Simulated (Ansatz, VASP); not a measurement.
# Two plane-wave programs on W

Contents of INCAR:

```
PREC = Accurate ; ENCUT = 520
EDIFF = 1E-6 ; ISMEAR = 0
SIGMA = 0.15 ; LREAL = F
LASPH = T ; NELM = 80
ALGO = Normal ; ISIF = 2
LWAVE = F ; LCHARG = F
GGA = PS ; NBANDS = 13
```

The input KPOINTS:

```
Automatic mesh
0
Gamma
  20 20 20
```

File POSCAR:

```
W
1.0
   -1.5174350000      1.5174350000      1.6771650000
    1.5174350000     -1.5174350000      1.6771650000
    1.5174350000      1.5174350000     -1.6771650000
W
1
Direct
    0.0000000000      0.0000000000      0.0000000000
```

Input for Ansatz:

```yaml
crystal:
  lattice:
    - [-1.517435, 1.517435, 1.677165]
    - [1.517435, -1.517435, 1.677165]
    - [1.517435, 1.517435, -1.677165]
  atoms:
    - { symbol: W, position: [0.0, 0.0, 0.0] }
basis:
  ecutwfc: 420
kpoints:
  mp_grid: { grid: [20, 20, 20] }
hamiltonian:
  xc: pbesol
scf:
  occupations: { method: gaussian, width: 0.15 }
output:
  forces: true
  stress: true
  eigenvalues: true
```

Change from the starting cell: strain -0.050 along x and y, +0.050 along z, atoms carried along.

Alike in both runs: task single point; functional PBEsol; k mesh 20 × 20 × 20; occupations gaussian, width 0.15 eV; no spin polarisation.

```csv
,VASP,Ansatz
version,VASP 6.6.1,Ansatz 0.2.0
potentials or method,"VASP PAW PBE potentials, release 64 (W_sv), cutoff 520 eV","scalar-relativistic, plane waves, PAW"
valence electrons in the cell,14,14
```

```csv
,VASP,Ansatz,Ansatz less VASP
gap on the k mesh at the Fermi level (eV),none,none,-
pressure (GPa),7.3,6.6,-0.73
"traceless stress, the component that is largest in VASP (GPa)",-19.23,-19.25,-0.029
```

VASP's potentials were made for PBE, not for PBEsol. A gap of «none» marks a metal or a gap that the smearing closes.

Spin-orbit coupling is off throughout.
